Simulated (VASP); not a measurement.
GaN, 6 atoms in the cell. The structure is hexagonal, space group P6_222 (No. 180). The conventional cell has a = 3.164 Å, b = 3.164 Å, c = 7.436 Å, α = 90.00°, β = 90.00°, γ = 120.00°. Within 2.7 Å of Ga (site symmetry 222) lie 4 N at 2.01 Å. N (site symmetry 222) has 4 Ga at 2.01 Å within 2.7 Å. The cell was built from a structure type or drawn by symmetry, and may not be a known phase.

| Item | Value |
| --- | --- |
| Program | VASP 6.6.1 |
| Task | relaxation of cell and atoms |
| Functional | PBE |
| Potentials or basis | VASP PAW PBE potentials, release 64 (Ga_d, N) |
| Cutoff | 600 eV |
| k mesh | 12 × 12 × 4 |
| Occupations | gaussian, width 0.02 eV |
| Spin | no spin polarisation |
| Dipole correction | no |
| Further INCAR settings | ALGO = Normal; EDIFF = 1e-06; IBRION = 2; EDIFFG = -0.01; NSW = 100; ISIF = 3 |

Potentials or basis: VASP PAW PBE potentials, release 64 (Ga_d, N).

Launch:

```sh
$ cat potpaw_PBE.64/Ga_d/POTCAR potpaw_PBE.64/N/POTCAR > POTCAR
$ mpirun -np 1 vasp_std > vasp.out
```

Hardware: 1 thread of Intel(R) Xeon(R) 6975P-C (Granite Rapids) (shared host).

Question: Estimate the wall time of this run.

Answer: It took 2.8 min on 1 thread of Intel(R) Xeon(R) 6975P-C (Granite Rapids) (shared host), peak memory 0.28 GiB. Counts: scf iterations 31, k points 57, ion steps 4.
